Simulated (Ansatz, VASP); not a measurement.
One calculation of CdS, two programs

Contents of INCAR:

```
PREC = Accurate ; ENCUT = 520
EDIFF = 1E-6 ; ISMEAR = 0
SIGMA = 0.01 ; LREAL = F
LASPH = T ; NELM = 150
ALGO = Normal ; ISIF = 2
LWAVE = F ; LCHARG = T
MAGMOM = 0 0 0 0 0 0 ; LORBIT = 11
LSORBIT = T ; GGA_COMPAT = F
LORBMOM = T ; GGA = PS
LVHAR = T ; NBANDS = 30
```

The input KPOINTS:

```
regular mesh
0
Gamma
  8 8 8
```

POSCAR

```
CdS
1.0
    2.7956333532      2.7956333532      0.0000000000
   -2.7956333532      2.7956333532      0.0000000000
    0.0000000000      2.7956333532      2.7956333532
Cd S
1 1
Direct
    0.0000000000      0.0000000000      0.0000000000
    0.7500000000      0.2500000000      0.5000000000
```

Input for Ansatz:

```yaml
crystal:
  lattice:
    - [2.79563335321, 2.79563335321, 0.0]
    - [-2.79563335321, 2.79563335321, 0.0]
    - [0.0, 2.79563335321, 2.79563335321]
  atoms:
    - { symbol: Cd, position: [0.0, 0.0, 0.0] }
    - { symbol: S, position: [0.75, 0.25, 0.5] }
kpoints:
  mp_grid: { grid: [8, 8, 8] }
scf:
  occupations: { method: fixed }
  convergence: { dr2_threshold: 1.0e-10 }
hamiltonian:
  xc: pbesol
  pseudopotentials: { kind: all_electron, lapw: { basis_error: 0.0005 } }
magnetization:
  noncollinear: true
  spin_orbit: true
output:
  forces: true
  stress: true
  eigenstates:
    kpoints:
      - [0.0, 0.0, 0.0]
      - [-0.5, -0.5, -0.5]
      - [-0.5, 0.5, 0.0]
      - [0.0, 0.0, -0.5]
      - [0.0, -0.5, -0.5]
      - [0.0, 0.5, 0.0]
      - [-0.5, 0.0, 0.0]
      - [-0.5, 0.0, -0.5]
  eigenvalues: true
```

Alike in both runs: task single point; functional PBEsol; k mesh 8 × 8 × 8; non-collinear spin, spin-orbit coupling.

```csv
,VASP,Ansatz
version,VASP 6.6.1,Ansatz 0.2.0
potentials or method,"VASP PAW PBE potentials, release 64 (Cd, S), cutoff 520 eV",all-electron LAPW
occupations,"gaussian, width 0.01 eV",fixed
```

|  | VASP | Ansatz | Ansatz less VASP |
| --- | --- | --- | --- |
| pressure (GPa) | 10.6 | 9.9 | -0.65 |

VASP's potentials were made for PBE, not for PBEsol. Ansatz ran all-electron here, and VASP with PAW potentials.
